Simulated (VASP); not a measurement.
A run of VASP 6.6.1:

Contents of INCAR:

```
SYSTEM = Ag
  PREC = Accurate
  ENCUT = 520
  EDIFF = 1E-7
  ISMEAR = -1
  SIGMA = 0.05
  LREAL = .FALSE.
  LASPH = .TRUE.
  NELM = 100
  ALGO = Normal
  ISIF = 2
  LWAVE = .FALSE.
  LCHARG = .FALSE.
  LDIPOL = .TRUE.
  IDIPOL = 3
  DIPOL = 0.5 0.5 0.500
  IBRION = 2
  NSW = 32
  EDIFFG = -0.01
```

File KPOINTS:

```
Automatic mesh
0
G
  13 13 1
  0 0 0
```

The input POSCAR:

```
Ag
1.0
    2.8284417091      0.0000000000      0.0000000000
   -1.4142208546      2.4495023732      0.0000000000
    0.0000000000      0.0000000000     25.2377000000
Ag
5
Direct
    0.8333333333      0.1666666667      0.3170187853
    0.1666666667      0.8333333333      0.4083699060
    0.5000000000      0.5000000000      0.5000000003
    0.8333333333      0.1666666667      0.5916300942
    0.1666666667      0.8333333333      0.6829812142
```

Potentials or basis: VASP PAW LDA potentials, release 64 (Ag).

Command:

```sh
$ cat potpaw_LDA.64/Ag/POTCAR > POTCAR
$ mpirun -np 1 vasp_std > vasp.out
```

Hardware: 1 thread of Intel(R) Xeon(R) Platinum 8488C (Sapphire Rapids), with other jobs on the host.

Q: Estimate the wall time of this run.

A: Wall time 2.2 min on 1 thread of Intel(R) Xeon(R) Platinum 8488C (Sapphire Rapids), with other jobs on the host, peak memory 0.29 GiB. Counts: scf iterations 23, k points 21, ion steps 1.
